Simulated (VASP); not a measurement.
Set up this calculation in VASP 6.6.1, as the native input.

```
Task                   : single point
Functional             : PBEsol
Potentials or basis    : VASP PAW PBE potentials, release 64 (Te)
Cutoff                 : 520 eV
k mesh                 : 9 × 9 × 9
Occupations            : fermi-dirac, width 0.1 eV
Spin                   : no spin polarisation
Dipole correction      : no
Further INCAR settings : ALGO = Normal; EDIFF = 1e-06; NBANDS = 13
```

The structure of Te lies in POSCAR:

```
Te
1.0
    0.0000000000      3.6658010880      3.6658010880
    3.6658010880      0.0000000000      3.6658010880
    3.6658010880      3.6658010880      0.0000000000
Te
2
Direct
    0.1250000000      0.1250000000      0.1250000000
    0.8750000000      0.8750000000      0.8750000000
```

This isn't the form of Te at room conditions, which is trigonal, of chains.

These files were run (other wordings do the same):

INCAR

```
SYSTEM = Te
ALGO = Normal
EDIFF = 1E-6
ENCUT = 520
GGA = PS
ISIF = 2
ISMEAR = -1
LASPH = .TRUE.
LCHARG = .TRUE.
LELF = .TRUE.
LREAL = .FALSE.
LVHAR = .TRUE.
LWAVE = .FALSE.
NBANDS = 13
NELM = 60
PREC = Accurate
SIGMA = 0.1
```

KPOINTS

```
k-points
0
G
  9 9 9
  0 0 0
```

Potentials or basis: VASP PAW PBE potentials, release 64 (Te).

Launch:

```bash
$ cat potpaw_PBE.64/Te/POTCAR > POTCAR
$ mpirun -np 1 vasp_std > vasp.out
```

It gave:

```yaml
Pressure: -2.7 GPa
Band_gap_on_the_k_mesh: zero (bands 6 and 7 overlap by 0.83 eV)
```

Caveat: the PAW data sets were made with another functional, which shifts forces and pressure a little; spin-orbit coupling is left out, which moves the levels of the heavy elements.

It took 49 s on 1 thread of Intel(R) Xeon(R) Platinum 8259CL CPU @ 2.50GHz (Skylake/Cascade Lake) (shared host), peak memory 0.25 GiB.
